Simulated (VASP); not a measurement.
# Zn (Fm-3m) in VASP: a series of runs

Runs on Zn. Level: PBE. Tasks: single point, relaxation of cell and atoms.

Program: VASP 6.6.1. These are calculated values, not measurements. Logs are shortened: lines on timing, memory, paths and dates and some standing lists are left out, and cuts for length are marked.

### Step 1. The cell of the first run

Symmetry: Fm-3m, No. 225, cubic system. Conventional cell: a = 3.684 Å, b = 3.684 Å, c = 3.684 Å, α = 90.00°, β = 90.00°, γ = 90.00°. Zn (site symmetry m-3m) has 12 Zn at 2.61 Å within 3.4 Å.

This isn't the form of Zn at room conditions, which is hcp.

### Step 2. Single point, PBE

The input, INCAR:

```
SYSTEM = Zn
PREC = Accurate ; ENCUT = 520
EDIFF = 1E-6 ; ISMEAR = -1
SIGMA = 0.08 ; LREAL = .FALSE.
LASPH = .TRUE. ; NELM = 100
ALGO = Normal ; ISIF = 2
LWAVE = .FALSE. ; LCHARG = .FALSE.
GGA = PE ; NBANDS = 12
```

The input, KPOINTS:

```
Automatic mesh
0
G
  18 18 18
  0 0 0
```

The input, POSCAR:

```
Zn
1.0
    0.0000000000      1.8420601509      1.8420601509
    1.8420601509      0.0000000000      1.8420601509
    1.8420601509      1.8420601509      0.0000000000
Zn
1
Direct
    0.0000000000      0.0000000000      0.0000000000
```

Potentials or basis: VASP PAW PBE potentials, release 64 (Zn).

Command:

```
cat potpaw_PBE.64/Zn/POTCAR > POTCAR
mpirun -np 1 vasp_std > vasp.out
```

OUTCAR:

```text
SYSTEM = Zn
   PREC = Accurate
   ENCUT = 520
   EDIFF = 1E-6
   ISMEAR = -1
   LREAL = .FALSE.
   LASPH = .TRUE.
   NELM = 100
   ISIF = 2
   GGA = PE

 ion  position               nearest neighbor table
   1  0.000  0.000  0.000-

  LATTYP: Found a face centered cubic cell.
 ALAT       =     3.6841203018

  Lattice vectors:

 A1 = (   0.0000000000,   1.8420601509,   1.8420601509)
 A2 = (   1.8420601509,   0.0000000000,   1.8420601509)
 A3 = (   1.8420601509,   1.8420601509,   0.0000000000)

Analysis of symmetry for initial positions (statically):
=====================================================================
 Subroutine PRICEL returns:
 Original cell was already a primitive cell.

 Routine SETGRP: Setting up the symmetry group for a
 face centered cubic supercell.

 Subroutine GETGRP returns: Found 48 space group operations
 (whereof 48 operations were pure point group operations)
 out of a pool of 48 trial point group operations.

The static configuration has the point symmetry O_h .

Analysis of symmetry for dynamics (positions and initial velocities):
=====================================================================
 Subroutine PRICEL returns:
 Original cell was already a primitive cell.

 Routine SETGRP: Setting up the symmetry group for a
 face centered cubic supercell.

 Subroutine GETGRP returns: Found 48 space group operations
 (whereof 48 operations were pure point group operations)
 out of a pool of 48 trial point group operations.

The dynamic configuration has the point symmetry O_h .

 Subroutine INISYM returns: Found 48 space group operations
 (whereof 48 operations are pure point group operations),
 and found     1 'primitive' translations

----------------------------------------------------------------------------------------

                                     Primitive cell

  volume of cell :      12.5009

  direct lattice vectors                    reciprocal lattice vectors
     0.000000000  1.842060151  1.842060151    -0.271435219  0.271435219  0.271435219
     1.842060151  0.000000000  1.842060151     0.271435219 -0.271435219  0.271435219
     1.842060151  1.842060151  0.000000000     0.271435219  0.271435219 -0.271435219

  length of vectors
     2.605066448  2.605066448  2.605066448     0.470139590  0.470139590  0.470139590

  position of ions in fractional coordinates (direct lattice)
     0.000000000  0.000000000  0.000000000

  ion indices of the primitive-cell ions
   primitive index   ion index
                 1           1

----------------------------------------------------------------------------------------

 KPOINTS: Automatic mesh

Automatic generation of k-mesh.
 Grid dimensions read from file:
 generate k-points for:   18   18   18

 Generating k-lattice:

  Cartesian coordinates                     Fractional coordinates (reciprocal lattice)
    -0.015079734  0.015079734  0.015079734     0.055555556  0.000000000  0.000000000
     0.015079734 -0.015079734  0.015079734     0.000000000  0.055555556  0.000000000
     0.015079734  0.015079734 -0.015079734     0.000000000  0.000000000  0.055555556

  Length of vectors
     0.026118866  0.026118866  0.026118866

  Shift w.r.t. Gamma in fractional coordinates (k-lattice)
     0.000000000  0.000000000  0.000000000

 Subroutine IBZKPT returns following result:
 ===========================================

 Found    195 irreducible k-points:

 Following reciprocal coordinates:
            Coordinates               Weight
  0.000000  0.000000  0.000000      1.000000
  0.055556  0.000000  0.000000      8.000000
  0.111111  0.000000  0.000000      8.000000
  0.166667  0.000000  0.000000      8.000000
  0.222222  0.000000  0.000000      8.000000
  0.277778  0.000000  0.000000      8.000000
[... 16 lines left out ...]
 -0.277778  0.055556  0.000000     24.000000
 -0.222222  0.055556  0.000000     24.000000
 [... further k-points ...]
   k-points           NKPTS =    195   k-points in BZ     NKDIM =    195   number of bands    NBANDS=     12
   number of dos      NEDOS =    301   number of ions     NIONS =      1
   total plane-waves  NPLWV =   8000
   dimension x,y,z NGX =    20 NGY =   20 NGZ =   20
   dimension x,y,z NGXF=    40 NGYF=   40 NGZF=   40
   ions per type =               1
   NGX,Y,Z   is equivalent  to a cutoff of  12.76, 12.76, 12.76 a.u.
   NGXF,Y,Z  is equivalent  to a cutoff of  25.53, 25.53, 25.53 a.u.
 SYSTEM =  Zn
   PREC   = accura    normal or accurate (medium, high low for compatibility)
   ISTART =      0    job   : 0-new  1-cont  2-samecut
   ICHARG =      2    charge: 1-file 2-atom 10-const
   ISPIN  =      1    spin polarized calculation?
   LNONCOLLINEAR =      F non collinear calculations
   LSORBIT =      F    spin-orbit coupling
   LASPH  =      T    aspherical Exc in radial PAW
   ENCUT  =  520.0 eV  38.22 Ry    6.18 a.u.   4.84  4.84  4.84*2*pi/ulx,y,z
   NELM   =    100;   NELMIN=  2; NELMDL= -5     # of ELM steps
   EDIFF  = 0.1E-05   stopping-criterion for ELM
   LREAL  =      F    real-space projection
   EDIFFG = 0.1E-04   stopping-criterion for IOM
   NSW    =      0    number of steps for IOM
   IBRION =     -1    ionic relax: 0-MD 1-quasi-New 2-CG
   NFREE  =      0    steps in history (QN), initial steepest desc. (CG)
   ISIF   =      2    stress and relaxation
   ISYM   =      2    0-nonsym 1-usesym 2-fastsym
   POTIM  = 0.5000    time-step for ionic-motion
   TEBEG  =    0.0;   TEEND  =   0.0 temperature during run
   PSTRESS=    0.0 pullay stress
   NELECT =      12.0000    total number of electrons
   NUPDOWN=      -1.0000    fix difference up-down
   EMIN   =  10.00;   EMAX   =-10.00  energy-range for DOS
   EFERMI =   0.00;   METHOD = LEGACY
   ISMEAR =    -1;   SIGMA  =   0.08  broadening in eV -4-tet -1-fermi 0-gaus
   EFERMI_NEDOS =   21; number of points for ismear=-14 and -15
   IALGO  =     38    algorithm
   IMIX   =      4    mixing-type and parameters
     AMIX     =   0.40;   BMIX     =  1.00
     AMIX_MAG =   1.60;   BMIX_MAG =  1.00
  volume/ion in A,a.u.               =      12.50        84.36
  Fermi-wavevector in a.u.,A,eV,Ry     =   1.614934  3.051783 35.484154  2.608012
  Thomas-Fermi vector in A             =   2.709763
   LORBIT       =      0    0 simple, 1 ext, 2 COOP (PROOUT), +10 PAW based schemes
   GGA     = PE    functional components
   LHFCALC =     F    Hartree Fock is set to
   AEXX    =    0.0000 exact exchange contribution
   IVDW    =     0    specifies the selected vdW correction
   LEPSILON=     F    determine dielectric tensor
   LRPA    =     F    only Hartree local field effects (RPA)
 non-spin polarized calculation
  energy-cutoff  :      520.00
  volume of cell :       12.50
 maximum number of plane-waves:       347
   NGX =  9   NGY =  9   NGZ =  9

 number of electron      11.9999991 magnetization

 Free energy of the ion-electron system (eV)
  ---------------------------------------------------
  ext. energy  EPLUGINS =         0.00000000
  ---------------------------------------------------
  free energy    TOTEN  =        -0.93134635 eV

  energy without entropy =       -0.92638237  energy(sigma->0) =       -0.92886436

 E-fermi :   4.6697     XC(G=0): -12.6301

 val. band max:        4.6059636780   @ k =  -0.3889   0.1667   0.0556
 cond. band min:       4.6944260819   @ k =   0.4444   0.0000   0.0000
 fundamental gap:      0.0884624039
 Fermi energy:         4.6696967912

 k-point     1 :       0.0000    0.0000    0.0000
  band No.  band energies     occupation
      1      -7.4210      2.00000
      2      -3.6192      2.00000
      3      -3.6192      2.00000
      4      -3.6192      2.00000
      5      -3.0747      2.00000
      6      -3.0747      2.00000
      7      24.9862      0.00000
      8      25.7123      0.00000
      9      25.7123      0.00000
     10      25.7123      0.00000
     11      28.2639      0.00000
     12      28.2639      0.00000

 k-point     2 :       0.0556    0.0000    0.0000
  band No.  band energies     occupation
      1      -7.3141      2.00000
      2      -3.6316      2.00000
      3      -3.6041      2.00000
      4      -3.6041      2.00000
      5      -3.0795      2.00000
      6      -3.0795      2.00000
      7      23.3238      0.00000
      8      25.1884      0.00000
      9      25.2974      0.00000
     10      25.2974      0.00000
     11      28.8630      0.00000
     12      28.8630      0.00000

 k-point     3 :       0.1111    0.0000    0.0000
  band No.  band energies     occupation
      1      -6.9980      2.00000
      2      -3.6625      2.00000
      3      -3.5651      2.00000
      4      -3.5651      2.00000
      5      -3.0886      2.00000
      6      -3.0886      2.00000
      7      20.2880      0.00000
      8      24.5555      0.00000
      9      24.5555      0.00000
     10      25.0670      0.00000
     11      30.1544      0.00000
     12      30.1544      0.00000

 k-point     4 :       0.1667    0.0000    0.0000
  band No.  band energies     occupation
      1      -6.4906      2.00000
      2      -3.6883      2.00000
      3      -3.5220      2.00000
      4      -3.5220      2.00000
      5      -3.0844      2.00000
      6      -3.0844      2.00000
      7      17.2664      0.00000
      8      23.8564      0.00000
      9      23.8565      0.00000
     10      24.8818      0.00000
     11      30.8919      0.00000
     12      31.5239      0.00000

 k-point     5 :       0.2222    0.0000    0.0000
  band No.  band energies     occupation
      1      -5.8450      2.00000
      2      -3.6490      2.00000
      3      -3.5035      2.00000
      4      -3.5035      2.00000
      5      -3.0427      2.00000
      6      -3.0427      2.00000
      7      14.3701      0.00000
      8      23.2830      0.00000
      9      23.2830      0.00000
     10      24.6101      0.00000
     11      29.9879      0.00000
     12      29.9879      0.00000

 k-point     6 :       0.2778    0.0000    0.0000
  band No.  band energies     occupation
      1      -5.2170      2.00000
      2      -3.5203      2.00000
      3      -3.5203      2.00000
      4      -3.3828      2.00000
      5      -2.9591      2.00000
      6      -2.9591      2.00000
      7      11.6317      0.00000
      8      22.8519      0.00000
      9      22.8520      0.00000
     10      24.2762      0.00000
     11      28.5742      0.00000
     12      28.5742      0.00000

 k-point     7 :       0.3333    0.0000    0.0000
  band No.  band energies     occupation
      1      -4.8582      2.00000
      2      -3.5565      2.00000
      3      -3.5565      2.00000
      4      -2.8572      2.00000
      5      -2.8572      2.00000
      6      -2.6380      2.00000
      7       9.0735      0.00000
      8      22.5599      0.00000
      9      22.5600      0.00000
     10      23.9332      0.00000
     11      27.4072      0.00000
     12      27.4072      0.00000

 k-point     8 :       0.3889    0.0000    0.0000
  band No.  band energies     occupation
      1      -4.7486      2.00000
      2      -3.5940      2.00000
      3      -3.5940      2.00000
      4      -2.7642      2.00000
      5      -2.7642      2.00000
      6      -1.4514      2.00000
      7       6.7278      0.00000
      8      22.3907      0.00000
      9      22.3907      0.00000
     10      23.6402      0.00000
     11      26.5218      0.00000
     12      26.5218      0.00000
[... 166 lines left out ...]
 k-point    20 :      -0.4444    0.0556    0.0000
  band No.  band energies     occupation
      1      -4.6862      2.00000
      2      -3.6425      2.00000
      3      -3.6037      2.00000
      4      -2.7611      2.00000
      5      -2.7057      2.00000
      6       0.5219      2.00000
      7       4.2121      1.99346
      8      20.5729      0.00000
      9      22.0167      0.00000
     10      23.0190      0.00000
     11      26.3117      0.00000
     12      27.4735      0.00000

 k-point    21 :      -0.3889    0.0556    0.0000
  band No.  band energies     occupation
      1      -4.6923      2.00000
      2      -3.6174      2.00000
      3      -3.5848      2.00000
      4      -2.8137      2.00000
      5      -2.7774      2.00000
      6      -0.8283      2.00000
      7       6.0834      0.00000
      8      20.2723      0.00000
      9      22.6939      0.00000
     10      23.4693      0.00000
     11      26.1689      0.00000
     12      27.7518      0.00000

 k-point    22 :      -0.3333    0.0556    0.0000
  band No.  band energies     occupation
      1      -4.7499      2.00000
      2      -3.5803      2.00000
      3      -3.5508      2.00000
      4      -2.9627      2.00000
      5      -2.8797      2.00000
      6      -2.0438      2.00000
      7       8.3481      0.00000
      8      20.1761      0.00000
      9      23.4461      0.00000
     10      24.0378      0.00000
     11      26.3654      0.00000
     12      28.1066      0.00000

 k-point    23 :      -0.2778    0.0556    0.0000
  band No.  band energies     occupation
      1      -4.9909      2.00000
      2      -3.5493      2.00000
      3      -3.5107      2.00000
      4      -3.3270      2.00000
      5      -2.9937      2.00000
      6      -2.6942      2.00000
      7      10.8408      0.00000
      8      20.2778      0.00000
      9      24.1610      0.00000
     10      24.6705      0.00000
     11      26.9986      0.00000
     12      28.4939      0.00000

 k-point    24 :      -0.2222    0.0556    0.0000
  band No.  band energies     occupation
      1      -5.5391      2.00000
      2      -3.6636      2.00000
      3      -3.4862      2.00000
      4      -3.4829      2.00000
      5      -3.0915      2.00000
      6      -2.9020      2.00000
      7      13.5204      0.00000
      8      20.5692      0.00000
      9      24.7885      0.00000
     10      25.2666      0.00000
     11      28.0981      0.00000
     12      28.9055      0.00000

 [... further k-points ...]
[... 5 lines left out ...]
  --------------------------------------------------------------------------------------
  -------------------------------------------------------------------------------------
  Total        1.7650197      1.7650197      1.7650197      0.0000000     -0.0000000     -0.0000000
  in kB      226.2136099    226.2136099    226.2136099      0.0000000     -0.0000000     -0.0000000
  external PRESSURE =     226.2136099 kB  Pullay stress =       0.0000000 kB

 VOLUME and BASIS-vectors are now :
 -----------------------------------------------------------------------------
  energy-cutoff  :      520.00
  volume of cell :       12.50
      direct lattice vectors                 reciprocal lattice vectors
     0.000000000  1.842060151  1.842060151    -0.271435219  0.271435219  0.271435219
     1.842060151  0.000000000  1.842060151     0.271435219 -0.271435219  0.271435219
     1.842060151  1.842060151  0.000000000     0.271435219  0.271435219 -0.271435219

 POSITION                                       TOTAL-FORCE (eV/Angst)
 -----------------------------------------------------------------------------------
      0.00000      0.00000      0.00000         0.000000     -0.000000      0.000000
 -----------------------------------------------------------------------------------
    total drift:                                0.000000      0.000000      0.000000

  FREE ENERGIE OF THE ION-ELECTRON SYSTEM (eV)
  ---------------------------------------------------
  free  energy   TOTEN  =        -0.9313463453 eV

  energy  without entropy=       -0.9263823736  energy(sigma->0) =       -0.92886436
```

Run time: 23 s. Hardware: 1 thread of Intel Xeon Platinum 8488C (Sapphire Rapids), shared host; peak memory 0.14 GiB.

Results:

| Quantity | Value |
| --- | --- |
| Free energy | -0.9313 eV |
| Pressure | 22.6 GPa |
| Band gap on the k mesh | zero (bands 6 and 7 overlap by 2.80 eV) |

Caveat: the cell stands under pressure.

### Step 3. Single point, PBE

The input, INCAR:

```
ALGO     = Normal         # electronic algorithm
EDIFF    = 1E-7           # SCF threshold, eV
ENCUT    = 520            # plane-wave cutoff, eV
GGA      = PE             # functional
ISIF     = 2              # what is computed and relaxed
ISMEAR   = -1             # smearing method
LASPH    = True           # aspherical terms in the spheres
LCHARG   = False          # write CHGCAR
LREAL    = False          # projectors in reciprocal space
LWAVE    = False          # write WAVECAR
NBANDS   = 12             # bands
NELM     = 100            # most SCF steps
PREC     = Accurate       # precision mode
SIGMA    = 0.08           # smearing width, eV
```

The input, KPOINTS:

```
k-points
0
Gamma
  18 18 18
```

POSCAR is that of step 2.

Potentials or basis: VASP PAW PBE potentials, release 64 (Zn).

Command:

```
cat potpaw_PBE.64/Zn/POTCAR > POTCAR
mpirun -np 1 vasp_std > vasp.out
```

Wall time 26 s (1 thread of Intel Xeon Platinum 8488C (Sapphire Rapids), shared host); peak memory 0.14 GiB.

The run converged. Its results:

| Item | Value |
| --- | --- |
| Free energy | -0.9313 eV |
| Pressure | 22.6 GPa |
| Band gap on the k mesh | zero (bands 6 and 7 overlap by 2.80 eV) |

Levels at points of the mesh, in eV from the Fermi level:
| k point | band 3 | band 4 | band 5 | band 6 | band 7 | band 8 | band 9 | band 10 |
| --- | --- | --- | --- | --- | --- | --- | --- | --- |
| (0.00, 0.00, 0.00) | -8.29 | -8.29 | -7.74 | -7.74 | 20.32 | 21.04 | 21.04 | 21.04 |
| (0.50, 0.00, 0.00) | -8.30 | -7.35 | -7.35 | -3.86 | -1.07 | 17.63 | 17.63 | 18.71 |
| (0.50, 0.50, 0.00) | -7.36 | -7.25 | -7.25 | -1.59 | 2.44 | 9.40 | 9.40 | 13.37 |

Caveat: the cell stands under pressure.

(Continued in part 2 of 2.)
